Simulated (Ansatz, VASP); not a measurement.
Two plane-wave programs on Ti12Si23

```
CELL_PARAMETERS angstrom
0.00000 -8.27036 0.00000
7.21161 0.00000 4.27960
-7.21161 0.00000 4.27960
ATOMIC_POSITIONS crystal
Ti 0.74773 0.83257 0.66539
Ti 0.25079 0.99909 0.50164
Ti 0.74773 0.50077 0.00128
Ti 0.24850 0.66667 0.83333
Ti 0.75506 0.16667 0.33333
Ti 0.25079 0.33425 0.16503
Ti 0.00014 0.49855 0.49880
Ti 0.50157 0.66667 0.33333
Ti 0.00156 0.16667 0.83333
Ti 0.49670 0.33263 0.66365
Ti 0.00014 0.83479 0.16787
Ti 0.49670 0.00070 0.00302
Si 0.33859 0.49904 0.50087
Si 0.91412 0.33307 0.16630
Si 0.41129 0.83167 0.66738
Si 0.91412 0.00027 0.50037
Si 0.41129 0.50166 0.99929
Si 0.91239 0.66667 0.83333
Si 0.10036 0.16667 0.33333
Si 0.58237 0.33071 0.17233
Si 0.08480 0.83252 0.66786
Si 0.58237 0.00262 0.49433
Si 0.08480 0.50082 0.99881
Si 0.58608 0.66667 0.83333
Si 0.83708 0.66667 0.33333
Si 0.33810 0.16667 0.83333
Si 0.83720 0.33320 0.66787
Si 0.33859 0.83429 0.16580
Si 0.83720 0.00013 0.99879
Si 0.65944 0.49569 0.49914
Si 0.16345 0.66667 0.33333
Si 0.66252 0.16667 0.83333
Si 0.16692 0.33188 0.66208
Si 0.65944 0.83764 0.16753
Si 0.16692 0.00145 0.00459
```

Change from the starting cell: Si after trading places with the vacancy, charge +0, atoms relaxed.

Alike in both runs: functional PBE; k mesh 3 × 3 × 3; occupations gaussian, width 0.1 eV; no spin polarisation.

Ansatz relaxed the structure, and its values are those at the end. VASP's run is a single point on that final structure, the one shown.

|  | VASP | Ansatz |
| --- | --- | --- |
| version | VASP 6.6.1 | Ansatz 0.2.0 |
| potentials or method | VASP PAW PBE potentials, release 64 (Ti_sv, Si), cutoff 520 eV | scalar-relativistic, plane waves, PAW |
| valence electrons in the cell | 236 | 236 |

```csv
,VASP,Ansatz,Ansatz less VASP
gap on the k mesh at the Fermi level (eV),none,none,-
rms of the force components (eV/Å),0.005,0.005,-0.0002
```

A gap of «none» marks a metal or a gap that the smearing closes.
